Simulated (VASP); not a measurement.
Crystal: TiCo3.

```xyz
4
Lattice="3.5280 0.0000 0.0000 0.0000 3.5280 0.0000 0.0000 0.0000 3.5280" Properties=species:S:1:pos:R:3 pbc="T T T"
Ti    0.0000    0.0000    0.0000
Co    0.0000    1.7640    1.7640
Co    1.7640    0.0000    1.7640
Co    1.7640    1.7640    0.0000
```

Base run:

* Program: VASP 6.6.1
* Functional: PBEsol
* Potentials or basis: VASP PAW PBE potentials, release 64 (Ti_sv, Co)
* Cutoff: 520 eV
* k mesh: 12 × 12 × 12
* Occupations: gaussian, width 0.15 eV
* Spin: collinear spin, ferromagnetic start
* Starting moments: [0.2, 0.44, 0.44, 0.44] μB
* Fixed moment: 1.52 μB

Its results: pressure 0.9 GPa; site moments Ti -0.19; Co +0.58 μB.

The run is repeated on the same cell with these changes: fixed moment from 1.52 μB to 7.6 μB; moments at the start from [0.2, 0.44, 0.44, 0.44] to [1.0, 2.2, 2.2, 2.2]. What comes out?

Pressure 32.8 GPa; site moments Ti +0.87; Co +2.12 μB.

Caveats: the PAW data sets were made with another functional, which shifts forces and pressure a little; the total moment is fixed, so each spin has its own Fermi level and the state may be an excited one; the cell stands under pressure (at least some runs).
